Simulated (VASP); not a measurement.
# WSe2 (R3m) in VASP: relaxation of cell and atoms with PBE+D3(BJ)

Aim: the relaxation of cell and atoms of WSe2 with PBE+D3(BJ).

Everything below comes from runs of VASP 6.6.1. Logs are shortened: lines on timing, memory, paths and dates and some standing lists are left out, and cuts for length are marked.

## 1. The cell of the first run

Symmetry: R3m, No. 160, trigonal system. Conventional cell: a = 3.809 Å, b = 3.809 Å, c = 20.067 Å, α = 90.00°, β = 90.00°, γ = 120.00°. Within 3.9 Å of W (site symmetry 3m) lie 6 Se at 2.88 Å and 6 W at 3.81 Å. Within 3.9 Å of Se (site symmetry 3m) lie 3 W at 2.88 Å and 10 Se at 3.70 to 3.81 Å. Within 3.9 Å of Se (site symmetry 3m) lie 3 W at 2.88 Å and 10 Se at 3.70 to 3.81 Å.

## 2. Relaxation of cell and atoms, PBE+D3(BJ)

File INCAR:

```
PREC = Accurate
ENCUT = 600
EDIFF = 1E-7
ISMEAR = -1
SIGMA = 0.02
LREAL = F
LASPH = T
NELM = 80
ALGO = Normal
ISIF = 3
LWAVE = F
LCHARG = F
GGA = PE
IVDW = 12
IBRION = 2
NSW = 80
EDIFFG = -0.005
```

File KPOINTS:

```
Automatic mesh
0
Gamma
  8 8 8
```

File POSCAR:

```
WSe2
1.0
    1.9044304050      1.0995234070      6.6888877200
   -1.9044304050      1.0995234070      6.6888877200
    0.0000000000     -2.1990468140      6.6888877200
W Se
1 2
Direct
    0.0000000000      0.0000000000      0.0000000000
    0.4259966648      0.4259966648      0.4259966648
    0.2406700019      0.2406700019      0.2406700019
```

Potentials or basis: VASP PAW PBE potentials, release 64 (W_sv, Se).

Run with:

```sh
> cat potpaw_PBE.64/W_sv/POTCAR potpaw_PBE.64/Se/POTCAR > POTCAR
> mpirun -np 1 vasp_std > vasp.out
```

OUTCAR:

```text
PREC = Accurate
   ENCUT = 600
   EDIFF = 1E-7
   ISMEAR = -1
   LREAL = F
   LASPH = T
   NELM = 80
   ISIF = 3
   GGA = PE
   IVDW = 12
   IBRION = 2
   NSW = 80
   EDIFFG = -0.005
 IVDW          = 12

 ion  position               nearest neighbor table
   1  0.000  0.000  0.000-   3 2.88   3 2.88   3 2.88   2 2.88   2 2.88   2 2.88
   2  0.426  0.426  0.426-   1 2.88   1 2.88   1 2.88
   3  0.241  0.241  0.241-   1 2.88   1 2.88   1 2.88

  LATTYP: Found a trigonal (rhomboedric) cell.
 ALAT       =     7.0410954986
 COS(alpha) =     0.8536880699

  Lattice vectors:

 A1 = (   1.9044304050,   1.0995234070,   6.6888877200)
 A2 = (  -1.9044304050,   1.0995234070,   6.6888877200)
 A3 = (   0.0000000000,  -2.1990468140,   6.6888877200)

Analysis of symmetry for initial positions (statically):
=====================================================================
 Subroutine PRICEL returns:
 Original cell was already a primitive cell.

 Routine SETGRP: Setting up the symmetry group for a
 trigonal (rhombohedral) supercell.

 Subroutine GETGRP returns: Found  6 space group operations
 (whereof  6 operations were pure point group operations)
 out of a pool of 12 trial point group operations.

The static configuration has the point symmetry C_3v.

Analysis of symmetry for dynamics (positions and initial velocities):
=====================================================================
 Subroutine PRICEL returns:
 Original cell was already a primitive cell.

 Routine SETGRP: Setting up the symmetry group for a
 trigonal (rhombohedral) supercell.

 Subroutine GETGRP returns: Found  6 space group operations
 (whereof  6 operations were pure point group operations)
 out of a pool of 12 trial point group operations.

The dynamic configuration has the point symmetry C_3v.

 Subroutine INISYM returns: Found  6 space group operations
 (whereof  6 operations are pure point group operations),
 and found     1 'primitive' translations

----------------------------------------------------------------------------------------

                                     Primitive cell

  volume of cell :      84.0378

  direct lattice vectors                    reciprocal lattice vectors
     1.904430405  1.099523407  6.688887720     0.262545693  0.151580826  0.049833896
    -1.904430405  1.099523407  6.688887720    -0.262545693  0.151580826  0.049833896
     0.000000000 -2.199046814  6.688887720     0.000000000 -0.303161653  0.049833896

  length of vectors
     7.041095499  7.041095499  7.041095499     0.307230215  0.307230215  0.307230215

  position of ions in fractional coordinates (direct lattice)
     0.000000000  0.000000000  0.000000000
     0.425996665  0.425996665  0.425996665
     0.240670002  0.240670002  0.240670002

  ion indices of the primitive-cell ions
   primitive index   ion index
                 1           1
                 2           2
                 3           3

----------------------------------------------------------------------------------------

 KPOINTS: Automatic mesh

Automatic generation of k-mesh.
 Grid dimensions read from file:
 generate k-points for:    8    8    8

 Generating k-lattice:

  Cartesian coordinates                     Fractional coordinates (reciprocal lattice)
     0.032818212  0.018947603  0.006229237     0.125000000  0.000000000  0.000000000
    -0.032818212  0.018947603  0.006229237     0.000000000  0.125000000  0.000000000
     0.000000000 -0.037895207  0.006229237     0.000000000  0.000000000  0.125000000

  Length of vectors
     0.038403777  0.038403777  0.038403777

  Shift w.r.t. Gamma in fractional coordinates (k-lattice)
     0.000000000  0.000000000  0.000000000

 Subroutine IBZKPT returns following result:
 ===========================================

 Found     65 irreducible k-points:

 Following reciprocal coordinates:
            Coordinates               Weight
  0.000000  0.000000  0.000000      1.000000
  0.125000  0.000000  0.000000      6.000000
  0.250000  0.000000  0.000000      6.000000
  0.375000  0.000000 -0.000000      6.000000
  0.500000  0.000000  0.000000      3.000000
  0.125000  0.125000  0.000000      6.000000
[... 16 lines left out ...]
  0.250000  0.125000  0.125000      6.000000
  0.375000  0.125000  0.125000      6.000000
 [... further k-points ...]
   k-points           NKPTS =     65   k-points in BZ     NKDIM =     65   number of bands    NBANDS=     17
   number of dos      NEDOS =    301   number of ions     NIONS =      3
   total plane-waves  NPLWV = 175616
   dimension x,y,z NGX =    56 NGY =   56 NGZ =   56
   dimension x,y,z NGXF=   112 NGYF=  112 NGZF=  112
   ions per type =               1   2
   NGX,Y,Z   is equivalent  to a cutoff of  13.22, 13.22, 13.22 a.u.
   NGXF,Y,Z  is equivalent  to a cutoff of  26.44, 26.44, 26.44 a.u.
 SYSTEM =  unknown system
   PREC   = accura    normal or accurate (medium, high low for compatibility)
   ISTART =      0    job   : 0-new  1-cont  2-samecut
   ICHARG =      2    charge: 1-file 2-atom 10-const
   ISPIN  =      1    spin polarized calculation?
   LNONCOLLINEAR =      F non collinear calculations
   LSORBIT =      F    spin-orbit coupling
   LASPH  =      T    aspherical Exc in radial PAW
   ENCUT  =  600.0 eV  44.10 Ry    6.64 a.u.  14.06 14.06 14.06*2*pi/ulx,y,z
   NELM   =     80;   NELMIN=  2; NELMDL= -5     # of ELM steps
   EDIFF  = 0.1E-06   stopping-criterion for ELM
   LREAL  =      F    real-space projection
   EDIFFG = -.5E-02   stopping-criterion for IOM
   NSW    =     80    number of steps for IOM
   IBRION =      2    ionic relax: 0-MD 1-quasi-New 2-CG
   NFREE  =      1    steps in history (QN), initial steepest desc. (CG)
   ISIF   =      3    stress and relaxation
   ISYM   =      2    0-nonsym 1-usesym 2-fastsym
   POTIM  = 0.5000    time-step for ionic-motion
   TEBEG  =    0.0;   TEEND  =   0.0 temperature during run
   PSTRESS=    0.0 pullay stress
   NELECT =      26.0000    total number of electrons
   NUPDOWN=      -1.0000    fix difference up-down
   EMIN   =  10.00;   EMAX   =-10.00  energy-range for DOS
   EFERMI =   0.00;   METHOD = LEGACY
   ISMEAR =    -1;   SIGMA  =   0.02  broadening in eV -4-tet -1-fermi 0-gaus
   EFERMI_NEDOS =   21; number of points for ismear=-14 and -15
   IALGO  =     38    algorithm
   IMIX   =      4    mixing-type and parameters
     AMIX     =   0.40;   BMIX     =  1.00
     AMIX_MAG =   1.60;   BMIX_MAG =  1.00
  volume/ion in A,a.u.               =      28.01       189.04
  Fermi-wavevector in a.u.,A,eV,Ry     =   1.107238  2.092377 16.680420  1.225976
  Thomas-Fermi vector in A             =   2.243750
   LORBIT       =      0    0 simple, 1 ext, 2 COOP (PROOUT), +10 PAW based schemes
   GGA     = PE    functional components
   LHFCALC =     F    Hartree Fock is set to
   AEXX    =    0.0000 exact exchange contribution
   IVDW    =    12    specifies the selected vdW correction
   LEPSILON=     F    determine dielectric tensor
   LRPA    =     F    only Hartree local field effects (RPA)
 conjugate gradient relaxation of ions
 non-spin polarized calculation
  energy-cutoff  :      600.00
  volume of cell :       84.04
 maximum number of plane-waves:      2835
   NGX = 29   NGY = 29   NGZ = 29

--------------------------------------- Ionic step        1  -------------------------------------------

 number of electron      25.9999998 magnetization

 Free energy of the ion-electron system (eV)
  ---------------------------------------------------
  ext. energy  EPLUGINS =         0.00000000
  ---------------------------------------------------
  free energy    TOTEN  =       -19.05463930 eV

  energy without entropy =      -19.05463930  energy(sigma->0) =      -19.05463930

 E-fermi :   3.3643     XC(G=0):  -9.3735

 val. band max:        2.9974280874   @ k =   0.5000   0.5000   0.5000
 cond. band min:       3.7819256595   @ k =  -0.3750   0.3750   0.0000
 fundamental gap:      0.7844975721
 Fermi energy:         3.3642714840

 k-point     1 :       0.0000    0.0000    0.0000
  band No.  band energies     occupation
      1     -71.8818      2.00000
      2     -35.9315      2.00000
      3     -35.9315      2.00000
      4     -35.8731      2.00000
      5     -10.1649      2.00000
      6      -9.2381      2.00000
[... 9 lines left out ...]
     16       4.6252      0.00000
     17       4.6252      0.00000
[... 443 lines left out ...]
      1     -71.8814      2.00000
      2     -35.9484      2.00000
      3     -35.9358      2.00000
      4     -35.8706      2.00000
      5      -9.7161      2.00000
      6      -9.1558      2.00000
[... 9 lines left out ...]
     16       4.8827      0.00000
     17       4.9546      0.00000

 [... further k-points ...]

------------------------ aborting loop because EDIFF is reached ----------------------------------------

 Edisp (eV)   -1.11749

 E8    (eV) :    -0.5027

  FORCE on cell =-STRESS in cart. coord.  units (eV):
  Direction    XX          YY          ZZ          XY          YZ          ZX
  --------------------------------------------------------------------------------------
  -------------------------------------------------------------------------------------
  Total     -12.41421   -12.41421   -12.72888     0.00000     0.00000     0.00000
  in kB    -236.67641  -236.67641  -242.67564     0.00000     0.00000     0.00000
  external pressure =     -238.68 kB  Pullay stress =        0.00 kB
[... 22 lines left out ...]
  energy  without entropy=      -20.1721243126  energy(sigma->0) =      -20.17212431

--------------------------------------- Ionic step        2  -------------------------------------------

 number of electron      26.0000000 magnetization

 E-fermi :  11.7041     XC(G=0): -12.5325

 val. band max:       11.7020569027   @ k =  -0.3750   0.3750   0.0000
 cond. band min:      11.7180765987   @ k =  -0.2500   0.5000   0.1250
 fundamental gap:      0.0160196960
 Fermi energy:        11.7040652180

 k-point     1 :       0.0000    0.0000    0.0000
  band No.  band energies     occupation
      1     -63.0612      2.00000
      2     -27.8385      2.00000
      3     -27.5172      2.00000
      4     -27.5172      2.00000
      5      -7.3988      2.00000
      6      -3.2307      2.00000
[... 9 lines left out ...]
     16      15.7728      0.00000
     17      15.7728      0.00000
[... 443 lines left out ...]
      1     -63.0406      2.00000
      2     -27.8815      2.00000
      3     -27.7536      2.00000
      4     -27.5944      2.00000
      5      -5.9052      2.00000
      6      -3.5488      2.00000
[... 9 lines left out ...]
     16      15.2101      0.00000
     17      15.7645      0.00000

 [... further k-points ...]

------------------------ aborting loop because EDIFF is reached ----------------------------------------

 Edisp (eV)   -2.01005

 E8    (eV) :    -0.8997

  FORCE on cell =-STRESS in cart. coord.  units (eV):
  Direction    XX          YY          ZZ          XY          YZ          ZX
  --------------------------------------------------------------------------------------
  -------------------------------------------------------------------------------------
  Total      27.47105    27.47105    37.90529     0.00000    -0.00000     0.00000
  in kB    1028.00609  1028.00609  1418.47023     0.00000    -0.00000     0.00000
  external pressure =     1158.16 kB  Pullay stress =        0.00 kB
[... 59 lines left out ...]
  FREE ENERGIE OF THE ION-ELECTRON SYSTEM (eV)
  ---------------------------------------------------
  free  energy   TOTEN  =       -22.7758261287 eV

  energy  without entropy=      -22.7758261246  energy(sigma->0) =      -22.77582613

[... ionic steps 4 to 16 ...]

--------------------------------------- Ionic step       17  -------------------------------------------

 number of electron      25.9999999 magnetization

------------------------ aborting loop because EDIFF is reached ----------------------------------------

 Edisp (eV)   -1.42371

 E8    (eV) :    -0.6351
[... 71 lines left out ...]
  energy  without entropy=      -22.9616746047  energy(sigma->0) =      -22.96167460

--------------------------------------- Ionic step       19  -------------------------------------------

 number of electron      25.9999999 magnetization

 Free energy of the ion-electron system (eV)
  ---------------------------------------------------
  ext. energy  EPLUGINS =         0.00000000
  ---------------------------------------------------
  free energy    TOTEN  =       -21.53800995 eV

  energy without entropy =      -21.53800995  energy(sigma->0) =      -21.53800995

 E-fermi :   6.8966     XC(G=0): -10.8869

 val. band max:        6.5395009061   @ k =   0.5000   0.5000   0.5000
 cond. band min:       7.5806434462   @ k =  -0.2500   0.1250   0.0000
 fundamental gap:      1.0411425400
 Fermi energy:         6.8965597623

 k-point     1 :       0.0000    0.0000    0.0000
  band No.  band energies     occupation
      1     -67.8463      2.00000
      2     -32.0950      2.00000
      3     -31.9596      2.00000
      4     -31.9596      2.00000
      5      -8.8336      2.00000
      6      -7.1743      2.00000
[... 9 lines left out ...]
     16       9.4102      0.00000
     17       9.4102      0.00000
[... 443 lines left out ...]
      1     -67.8411      2.00000
      2     -32.0774      2.00000
      3     -32.0724      2.00000
      4     -31.9874      2.00000
      5      -7.8813      2.00000
      6      -6.9125      2.00000
[... 9 lines left out ...]
     16       9.3799      0.00000
     17       9.9263      0.00000

 [... further k-points ...]

------------------------ aborting loop because EDIFF is reached ----------------------------------------

 Edisp (eV)   -1.42367

 E8    (eV) :    -0.6351

  FORCE on cell =-STRESS in cart. coord.  units (eV):
  Direction    XX          YY          ZZ          XY          YZ          ZX
  --------------------------------------------------------------------------------------
  -------------------------------------------------------------------------------------
  Total       0.00030     0.00030    -0.00090     0.00000     0.00000     0.00000
  in kB       0.00800     0.00800    -0.02424     0.00000     0.00000     0.00000
  external pressure =       -0.00 kB  Pullay stress =        0.00 kB
[... 18 lines left out ...]
  FREE ENERGIE OF THE ION-ELECTRON SYSTEM (eV)
  ---------------------------------------------------
  free  energy   TOTEN  =       -22.9616753587 eV

  energy  without entropy=      -22.9616753586  energy(sigma->0) =      -22.96167536

 reached required accuracy - stopping structural energy minimisation
```

Run time: 90 min. Hardware: 1 thread of Intel Xeon 8259CL, shared host; peak memory 0.55 GiB.

What came out:

* Free energy: -22.9617 eV
* Relaxed volume: 19.89 Å³/atom
* Relaxed cell: a = 6.658 Å, b = 6.658 Å, c = 6.658 Å, α = 28.57°, β = 28.57°, γ = 28.57°
* Space group after relaxing (to 0.1 Å): R3m (No. 160)
* Pressure after relaxing: 0.0 GPa
* Band gap on the k mesh: 1.04 eV (least direct gap 2.00 eV)
* Dispersion energy per atom: -0.475 eV

Final structure:
```
W Se
1.0
     1.64288    0.94852    6.38205
    -1.64288    0.94852    6.38205
     0.00000   -1.89703    6.38205
W Se
1 2
Direct
  0.99996 0.99996 0.99996
  0.42128 0.42128 0.42128
  0.24542 0.24542 0.24542
```

Caveat: the volume moved by over 15 % at a fixed basis, so the end points are rough; spin-orbit coupling is left out, which moves the levels of the heavy elements. A k mesh can miss the band edges.
